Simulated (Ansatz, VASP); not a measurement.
One calculation of Pt, two programs

```
Pt
1.0
     2.78616    0.00000    0.00000
     0.00000    3.94022    0.00000
     0.00000    0.00000   24.75155
Pt
8
Cartesian
  1.3931 1.9701 7.6400
  0.0000 0.0000 8.8074
  1.3931 1.9701 10.3104
  0.0000 0.0000 11.6848
  1.3931 1.9701 13.0668
  0.0000 0.0000 14.4411
  1.3931 1.9701 15.9441
  0.0000 0.0000 17.1115
```

Alike in both runs: functional r2SCAN; k mesh 12 × 9 × 1; occupations gaussian, width 0.1 eV; no spin polarisation.

Ansatz relaxed the structure, and its values are those at the end. VASP's run is a single point on that final structure, the one shown.

|  | VASP | Ansatz |
| --- | --- | --- |
| version | VASP 6.6.1 | Ansatz 0.2.0 |
| potentials or method | VASP PAW PBE potentials, release 64 (Pt), cutoff 520 eV | scalar-relativistic, plane waves, PAW |
| valence electrons in the cell | 80 | 144 |

Ansatz gave:

- gap on the k mesh at the Fermi level (eV): none
- rms of the force components (eV/Å): 0.003
- work function, face that differs most (eV): 5.26

Q: Which values does VASP return?

A: gap on the k mesh at the Fermi level (eV): none; rms of the force components (eV/Å): 0.010; work function, face that differs most (eV): 5.26.

VASP's potentials were made for PBE, not for r2SCAN. A gap of «none» marks a metal or a gap that the smearing closes. VASP's potentials hold 80 valence electrons a cell and Ansatz's 144, so a difference there can come from the potentials and not from the codes. Ansatz's warnings: xc potential rough in thin density.

Neither program's run includes spin-orbit coupling.
